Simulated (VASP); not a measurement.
# K (Fm-3m) in VASP: single point with PBEsol

Aim: the single point of K with PBEsol.

Program: VASP 6.6.1. These are calculated values, not measurements. Logs are shortened: lines on timing, memory, paths and dates and some standing lists are left out, and cuts for length are marked.

## Step 1: The cell of the first run

Symmetry: Fm-3m, No. 225, cubic system. Conventional cell: a = 6.580 Å, b = 6.580 Å, c = 6.580 Å, α = 90.00°, β = 90.00°, γ = 90.00°.

This isn't the form of K at room conditions, which is bcc.

## Step 2: Single point, PBEsol

Input file INCAR:

```
SYSTEM = K
PREC = Accurate
ENCUT = 500
EDIFF = 1E-6
ISMEAR = 0
SIGMA = 0.1
LREAL = .False.
LASPH = .True.
NELM = 120
ALGO = Normal
ISIF = 2
LWAVE = .False.
LCHARG = .True.
GGA = PS
LELF = .True.
LVHAR = .True.
NBANDS = 10
GGA_COMPAT = .False.
```

Input file KPOINTS:

```
regular mesh
0
Gamma
  12 12 12
  0 0 0
```

Input file POSCAR:

```
K
1.0
    0.0000000000      3.2900000000      3.2900000000
    3.2900000000      0.0000000000      3.2900000000
    3.2900000000      3.2900000000      0.0000000000
K
1
Direct
    0.0000000000      0.0000000000      0.0000000000
```

Potentials or basis: VASP PAW PBE potentials, release 64 (K_sv).

On the command line:

```
> cat potpaw_PBE.64/K_sv/POTCAR > POTCAR
> mpirun -np 1 vasp_std > vasp.out
```

OUTCAR:

```text
SYSTEM = K
   PREC = Accurate
   ENCUT = 500
   EDIFF = 1E-6
   ISMEAR = 0
   LREAL = .False.
   LASPH = .True.
   NELM = 120
   ISIF = 2
   GGA = PS

 ion  position               nearest neighbor table
   1  0.000  0.000  0.000-

  LATTYP: Found a face centered cubic cell.
 ALAT       =     6.5800000000

  Lattice vectors:

 A1 = (   0.0000000000,   3.2900000000,   3.2900000000)
 A2 = (   3.2900000000,   0.0000000000,   3.2900000000)
 A3 = (   3.2900000000,   3.2900000000,   0.0000000000)

Analysis of symmetry for initial positions (statically):
=====================================================================
 Subroutine PRICEL returns:
 Original cell was already a primitive cell.

 Routine SETGRP: Setting up the symmetry group for a
 face centered cubic supercell.

 Subroutine GETGRP returns: Found 48 space group operations
 (whereof 48 operations were pure point group operations)
 out of a pool of 48 trial point group operations.

The static configuration has the point symmetry O_h .

Analysis of symmetry for dynamics (positions and initial velocities):
=====================================================================
 Subroutine PRICEL returns:
 Original cell was already a primitive cell.

 Routine SETGRP: Setting up the symmetry group for a
 face centered cubic supercell.

 Subroutine GETGRP returns: Found 48 space group operations
 (whereof 48 operations were pure point group operations)
 out of a pool of 48 trial point group operations.

The dynamic configuration has the point symmetry O_h .

 Subroutine INISYM returns: Found 48 space group operations
 (whereof 48 operations are pure point group operations),
 and found     1 'primitive' translations

----------------------------------------------------------------------------------------

                                     Primitive cell

  volume of cell :      71.2226

  direct lattice vectors                    reciprocal lattice vectors
     0.000000000  3.290000000  3.290000000    -0.151975684  0.151975684  0.151975684
     3.290000000  0.000000000  3.290000000     0.151975684 -0.151975684  0.151975684
     3.290000000  3.290000000  0.000000000     0.151975684  0.151975684 -0.151975684

  length of vectors
     4.652762620  4.652762620  4.652762620     0.263229606  0.263229606  0.263229606

  position of ions in fractional coordinates (direct lattice)
     0.000000000  0.000000000  0.000000000

  ion indices of the primitive-cell ions
   primitive index   ion index
                 1           1

----------------------------------------------------------------------------------------

 KPOINTS: regular mesh

Automatic generation of k-mesh.
 Grid dimensions read from file:
 generate k-points for:   12   12   12

 Generating k-lattice:

  Cartesian coordinates                     Fractional coordinates (reciprocal lattice)
    -0.012664640  0.012664640  0.012664640     0.083333333  0.000000000  0.000000000
     0.012664640 -0.012664640  0.012664640     0.000000000  0.083333333  0.000000000
     0.012664640  0.012664640 -0.012664640     0.000000000  0.000000000  0.083333333

  Length of vectors
     0.021935801  0.021935801  0.021935801

  Shift w.r.t. Gamma in fractional coordinates (k-lattice)
     0.000000000  0.000000000  0.000000000

 Subroutine IBZKPT returns following result:
 ===========================================

 Found     72 irreducible k-points:

 Following reciprocal coordinates:
            Coordinates               Weight
  0.000000  0.000000  0.000000      1.000000
  0.083333  0.000000  0.000000      8.000000
  0.166667  0.000000  0.000000      8.000000
  0.250000  0.000000  0.000000      8.000000
  0.333333  0.000000  0.000000      8.000000
  0.416667  0.000000  0.000000      8.000000
[... 16 lines left out ...]
  0.500000  0.166667  0.000000     24.000000
 -0.416667  0.166667  0.000000     24.000000
 [... further k-points ...]
   k-points           NKPTS =     72   k-points in BZ     NKDIM =     72   number of bands    NBANDS=     10
   number of dos      NEDOS =    301   number of ions     NIONS =      1
   total plane-waves  NPLWV =  46656
   dimension x,y,z NGX =    36 NGY =   36 NGZ =   36
   dimension x,y,z NGXF=    72 NGYF=   72 NGZF=   72
   ions per type =               1
   NGX,Y,Z   is equivalent  to a cutoff of  12.86, 12.86, 12.86 a.u.
   NGXF,Y,Z  is equivalent  to a cutoff of  25.73, 25.73, 25.73 a.u.
 SYSTEM =  K
   PREC   = accura    normal or accurate (medium, high low for compatibility)
   ISTART =      0    job   : 0-new  1-cont  2-samecut
   ICHARG =      2    charge: 1-file 2-atom 10-const
   ISPIN  =      1    spin polarized calculation?
   LNONCOLLINEAR =      F non collinear calculations
   LSORBIT =      F    spin-orbit coupling
   LASPH  =      T    aspherical Exc in radial PAW
   ENCUT  =  500.0 eV  36.75 Ry    6.06 a.u.   8.48  8.48  8.48*2*pi/ulx,y,z
   NELM   =    120;   NELMIN=  2; NELMDL= -5     # of ELM steps
   EDIFF  = 0.1E-05   stopping-criterion for ELM
   LREAL  =      F    real-space projection
   EDIFFG = 0.1E-04   stopping-criterion for IOM
   NSW    =      0    number of steps for IOM
   IBRION =     -1    ionic relax: 0-MD 1-quasi-New 2-CG
   NFREE  =      0    steps in history (QN), initial steepest desc. (CG)
   ISIF   =      2    stress and relaxation
   ISYM   =      2    0-nonsym 1-usesym 2-fastsym
   POTIM  = 0.5000    time-step for ionic-motion
   TEBEG  =    0.0;   TEEND  =   0.0 temperature during run
   PSTRESS=    0.0 pullay stress
   NELECT =       9.0000    total number of electrons
   NUPDOWN=      -1.0000    fix difference up-down
   EMIN   =  10.00;   EMAX   =-10.00  energy-range for DOS
   EFERMI =   0.00;   METHOD = LEGACY
   ISMEAR =     0;   SIGMA  =   0.10  broadening in eV -4-tet -1-fermi 0-gaus
   EFERMI_NEDOS =   21; number of points for ismear=-14 and -15
   IALGO  =     38    algorithm
   IMIX   =      4    mixing-type and parameters
     AMIX     =   0.40;   BMIX     =  1.00
     AMIX_MAG =   1.60;   BMIX_MAG =  1.00
  volume/ion in A,a.u.               =      71.22       480.63
  Fermi-wavevector in a.u.,A,eV,Ry     =   0.821517  1.552442  9.182433  0.674890
  Thomas-Fermi vector in A             =   1.932690
   LORBIT       =      0    0 simple, 1 ext, 2 COOP (PROOUT), +10 PAW based schemes
   GGA     = PS    functional components
   LHFCALC =     F    Hartree Fock is set to
   AEXX    =    0.0000 exact exchange contribution
   IVDW    =     0    specifies the selected vdW correction
   LEPSILON=     F    determine dielectric tensor
   LRPA    =     F    only Hartree local field effects (RPA)
 non-spin polarized calculation
 Gauss-broadening in eV      SIGMA  =   0.10
  energy-cutoff  :      500.00
  volume of cell :       71.22
 maximum number of plane-waves:      1828
 NGX is ok and might be reduce to    36
   NGX = 17   NGY = 17   NGZ = 17

 number of electron       9.0000000 magnetization

 Free energy of the ion-electron system (eV)
  ---------------------------------------------------
  ext. energy  EPLUGINS =         0.00000000
  ---------------------------------------------------
  free energy    TOTEN  =        -1.13618227 eV

  energy without entropy =       -1.13243109  energy(sigma->0) =       -1.13430668

 E-fermi :  -0.1169     XC(G=0):  -5.7767

 val. band max:       -0.1736828826   @ k =   0.5000   0.2500   0.0833
 cond. band min:      -0.0979216391   @ k =  -0.4167   0.0833   0.0000
 fundamental gap:      0.0757612435
 Fermi energy:        -0.1169323923

 k-point     1 :       0.0000    0.0000    0.0000
  band No.  band energies     occupation
      1     -32.0663      2.00000
      2     -15.5747      2.00000
      3     -15.5747      2.00000
      4     -15.5747      2.00000
      5      -2.3034      2.00000
      6       4.1453      0.00000
      7       4.1453      0.00000
      8       4.1453      0.00000
      9       5.4310      0.00000
     10       5.4310      0.00000

 k-point     2 :       0.0833    0.0000    0.0000
  band No.  band energies     occupation
      1     -32.0660      2.00000
      2     -15.5799      2.00000
      3     -15.5754      2.00000
      4     -15.5754      2.00000
      5      -2.2195      2.00000
      6       3.9103      0.00000
      7       4.1789      0.00000
      8       4.1789      0.00000
      9       5.3527      0.00000
     10       5.3527      0.00000

 k-point     3 :       0.1667    0.0000    0.0000
  band No.  band energies     occupation
      1     -32.0652      2.00000
      2     -15.5939      2.00000
      3     -15.5773      2.00000
      4     -15.5773      2.00000
      5      -1.9715      2.00000
      6       3.3562      0.00000
      7       4.2367      0.00000
      8       4.2367      0.00000
      9       5.2336      0.00000
     10       5.2336      0.00000

 k-point     4 :       0.2500    0.0000    0.0000
  band No.  band energies     occupation
      1     -32.0641      2.00000
      2     -15.6129      2.00000
      3     -15.5800      2.00000
      4     -15.5800      2.00000
      5      -1.5709      2.00000
      6       2.6627      0.00000
      7       4.2057      0.00000
      8       4.2057      0.00000
      9       5.2989      0.00000
     10       5.2989      0.00000
[... 222 lines left out ...]
 k-point    22 :       0.4167    0.1667    0.0000
  band No.  band energies     occupation
      1     -32.0621      2.00000
      2     -15.6347      2.00000
      3     -15.5922      2.00000
      4     -15.5894      2.00000
      5      -0.5700      2.00000
      6       1.7894      0.00000
      7       3.3210      0.00000
      8       4.1581      0.00000
      9       5.0823      0.00000
     10       6.1631      0.00000

 k-point    23 :       0.5000    0.1667    0.0000
  band No.  band energies     occupation
      1     -32.0615      2.00000
      2     -15.6428      2.00000
      3     -15.5963      2.00000
      4     -15.5895      2.00000
      5       0.0898      0.00346
      6       1.0572      0.00000
      7       3.1871      0.00000
      8       4.0985      0.00000
      9       5.2799      0.00000
     10       6.2442      0.00000

 k-point    24 :      -0.4167    0.1667    0.0000
  band No.  band energies     occupation
      1     -32.0614      2.00000
      2     -15.6435      2.00000
      3     -15.5987      2.00000
      4     -15.5880      2.00000
      5       0.3225      0.00000
      6       0.8202      0.00000
      7       3.1089      0.00000
      8       4.0990      0.00000
      9       5.4864      0.00000
     10       5.9524      0.00000

 [... further k-points ...]

------------------------ aborting loop because EDIFF is reached ----------------------------------------

  FORCE on cell =-STRESS in cart. coord.  units (eV):
  Direction    XX          YY          ZZ          XY          YZ          ZX
  --------------------------------------------------------------------------------------
  -------------------------------------------------------------------------------------
  Total       -0.0088084     -0.0088084     -0.0088084      0.0000000      0.0000000      0.0000000
  in kB       -0.1981486     -0.1981486     -0.1981486      0.0000000      0.0000000      0.0000000
  external PRESSURE =      -0.1981486 kB  Pullay stress =       0.0000000 kB

 VOLUME and BASIS-vectors are now :
 -----------------------------------------------------------------------------
  energy-cutoff  :      500.00
  volume of cell :       71.22
      direct lattice vectors                 reciprocal lattice vectors
     0.000000000  3.290000000  3.290000000    -0.151975684  0.151975684  0.151975684
     3.290000000  0.000000000  3.290000000     0.151975684 -0.151975684  0.151975684
     3.290000000  3.290000000  0.000000000     0.151975684  0.151975684 -0.151975684

 POSITION                                       TOTAL-FORCE (eV/Angst)
 -----------------------------------------------------------------------------------
      0.00000      0.00000      0.00000         0.000000      0.000000      0.000000
 -----------------------------------------------------------------------------------
    total drift:                               -0.000000      0.000000      0.000000

  FREE ENERGIE OF THE ION-ELECTRON SYSTEM (eV)
  ---------------------------------------------------
  free  energy   TOTEN  =        -1.1361822718 eV

  energy  without entropy=       -1.1324310883  energy(sigma->0) =       -1.13430668
```

Wall time 57 s (1 thread of Intel Xeon 8259CL, shared host); peak memory 0.22 GiB.

Results:

```yaml
Free_energy: -1.1362 eV
Pressure: 0.0 GPa
Band_gap_on_the_k_mesh: zero (an odd number of electrons rules out a gap without spin polarisation)
```

Levels at points of the mesh, in eV from the Fermi level:
```tsv
k point	band 1	band 2	band 3	band 4	band 5	band 6	band 7	band 8	band 9	band 10
(0.00, 0.00, 0.00)	-31.95	-15.46	-15.46	-15.46	-2.19	4.26	4.26	4.26	5.55	5.55
(0.50, 0.00, 0.00)	-31.94	-15.53	-15.47	-15.47	0.34	0.58	4.04	4.04	6.29	6.36
(0.50, 0.50, 0.00)	-31.94	-15.53	-15.49	-15.49	0.92	1.43	2.35	5.05	5.05	5.78
```

Caveat: the PAW data sets were made with another functional, which shifts forces and pressure a little.

The gap in the log of VASP goes by the Fermi energy; the results here count the filled bands.